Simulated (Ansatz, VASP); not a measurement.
**Ni: VASP beside Ansatz**

```
Ni
1.0
    -1.59738    1.59738    1.03830
     1.59738   -1.59738    1.03830
     1.59738    1.59738   -1.03830
Ni
1
Cartesian
  0.0000 0.0000 0.0000
```

Alike in both runs: task single point; functional PBEsol; k mesh 26 × 26 × 26; occupations gaussian, width 0.15 eV; collinear spin.

```csv
,VASP,Ansatz
version,VASP 6.6.1,Ansatz 0.2.0
potentials or method,"VASP PAW PBE potentials, release 64 (Ni), cutoff 520 eV","scalar-relativistic, plane waves, PAW"
valence electrons in the cell,10,18
```

```tsv
	VASP	Ansatz	Ansatz less VASP
gap on the k mesh at the Fermi level (eV)	none	none	-
pressure (GPa)	18.9	19.5	+0.57
traceless stress, the component that is largest in VASP (GPa)	66.44	67.74	+1.294
net moment per atom (μB)	0.59	0.60	+0.009
size of the moment on the site where the two differ most (μB)	0.59	0.63	+0.037
```

VASP's potentials were made for PBE, not for PBEsol. Site moments also hang on the region over which each program counts them. A gap of «none» marks a metal or a gap that the smearing closes. VASP's potentials hold 10 valence electrons a cell and Ansatz's 18, so a difference there can come from the potentials and not from the codes.
